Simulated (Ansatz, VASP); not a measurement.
## ZnS in VASP and in Ansatz

Contents of INCAR:

```
ALGO = Normal
EDIFF = 1E-7
ENCUT = 520
GGA = PE
ISIF = 2
ISMEAR = 0
LASPH = T
LCHARG = T
LELF = T
LREAL = F
LVHAR = T
LWAVE = F
NBANDS = 46
NELM = 100
PREC = Accurate
SIGMA = 0.05
```

Contents of KPOINTS:

```
k-points
0
Gamma
  8 8 2
```

The input POSCAR:

```
ZnS
1.0
   -3.8467234434      0.0000000000      0.0000000000
   -1.9233617217     -3.3313602233      0.0000000000
    0.0000000000      0.0000000000     13.5902250239
Zn S
4 4
Direct
    0.0000000000      0.0000000000      0.6079619377
    0.0000000000      0.0000000000      0.1447530872
    0.3333333333      0.3333333333      0.8395424307
    0.6666666667      0.6666666667      0.3763335801
    0.0000000000      0.0000000000      0.7814237867
    0.0000000000      1.0000000000      0.3182149362
    0.3333333333      0.3333333333      0.0869308140
    0.6666666667      0.6666666667      0.5501396645
```

Input for Ansatz:

```yaml
crystal:
  lattice:
    - [-3.8467234434, 0.0, 0.0]
    - [-1.9233617217, -3.3313602233, 0.0]
    - [0.0, 0.0, 13.5902250239]
  atoms:
    - { symbol: Zn, position: [0.0, 0.0, 0.6079619377] }
    - { symbol: Zn, position: [0.0, 0.0, 0.1447530872] }
    - { symbol: Zn, position: [0.3333333333, 0.3333333333, 0.8395424307] }
    - { symbol: Zn, position: [0.6666666667, 0.6666666667, 0.3763335801] }
    - { symbol: S, position: [0.0, 0.0, 0.7814237867] }
    - { symbol: S, position: [0.0, 1.0, 0.3182149362] }
    - { symbol: S, position: [0.3333333333, 0.3333333333, 0.086930814] }
    - { symbol: S, position: [0.6666666667, 0.6666666667, 0.5501396645] }
basis:
  ecutwfc: 420
kpoints:
  mp_grid: { grid: [8, 8, 2] }
hamiltonian:
  xc: pbe
scf:
  occupations: { method: gaussian, width: 0.05 }
output:
  forces: true
  stress: true
  eigenvalues: true
  write_density: true
  write_potential: true
  elf: true
  volumetric_format: npy
```

Alike in both runs: task single point; functional PBE; k mesh 8 × 8 × 2; occupations gaussian, width 0.05 eV; no spin polarisation.

|  | VASP | Ansatz |
| --- | --- | --- |
| version | VASP 6.6.1 | Ansatz 0.2.0 |
| potentials or method | VASP PAW PBE potentials, release 64 (Zn, S), cutoff 520 eV | scalar-relativistic, plane waves, PAW |
| valence electrons in the cell | 72 | 72 |

Ansatz gave:

| Quantity | Value |
| --- | --- |
| gap on the k mesh at the Fermi level (eV) | 0.37 |
| least direct gap on the mesh (eV) | 0.37 |
| pressure (GPa) | -1.3 |
| traceless stress, the component that is largest in VASP (GPa) | -0.99 |
| rms of the force components (eV/Å) | 0.319 |

Which values does VASP return?

gap on the k mesh at the Fermi level (eV): 0.36; least direct gap on the mesh (eV): 0.36; pressure (GPa): -1.2; traceless stress, the component that is largest in VASP (GPa): -1.00; rms of the force components (eV/Å): 0.322.

Atom by atom the forces differ by 0.004 eV/Å (rms over components). With one functional, cell and mesh, what is left measures potentials, basis and numerics.
